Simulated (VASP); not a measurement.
The system is SiC (wurtzite type).

```
Si C
1.0
     3.15886    0.00000    0.00000
    -1.57943    2.73565    0.00000
     0.00000    0.00000    5.14893
Si C
2 2
Direct
  0.33333 0.66667 0.00000
  0.66667 0.33333 0.50000
  0.33333 0.66667 0.37600
  0.66667 0.33333 0.87600
```

```yaml
Program: VASP 6.6.1
Task: relaxation of cell and atoms
Functional: PBE
Potentials_or_basis: VASP PAW PBE potentials, release 64 (Si, C)
Cutoff: 600 eV
k_mesh: 13 × 13 × 7
Occupations: fermi-dirac, width 0.08 eV
Spin: no spin polarisation
```

At the start: pressure -11.1 GPa; volume 11.12 Å³/atom.

**Question.** How do energy, volume and symmetry change on relaxing?

**Answer.** Over 8 steps the energy falls by 23.5 meV/atom and the volume is 10.49 Å³/atom (-5.7 %); space group P6_3mc (No. 186, to 0.05 Å).

Step by step:
| step | energy change (eV) | largest force (eV/Å) | pressure (GPa) | volume (Å³) |
| --- | --- | --- | --- | --- |
| 1 | 0.0000 | 0.0375 | -11.09 | 44.49 |
| 2 | -0.0035 | 0.1532 | 13.16 | 39.72 |
| 3 | -0.0940 | 0.0375 | -0.10 | 41.99 |
| 4 | -0.0940 | 0.0394 | 0.15 | 41.94 |
| 5 | -0.0940 | 0.0151 | 0.16 | 41.94 |
| 6 | -0.0941 | 0.0020 | 0.16 | 41.94 |
| 7 | -0.0941 | 0.0015 | -0.11 | 41.99 |
| 8 | -0.0941 | 0.0000 | 0.00 | 41.97 |

Final structure:
```
CELL_PARAMETERS angstrom
3.09094 0.00000 0.00000
-1.54547 2.67683 0.00000
0.00000 0.00000 5.07244
ATOMIC_POSITIONS crystal
Si 0.33333 0.66667 0.00008
Si 0.66667 0.33333 0.50008
C 0.33333 0.66667 0.37592
C 0.66667 0.33333 0.87592
```
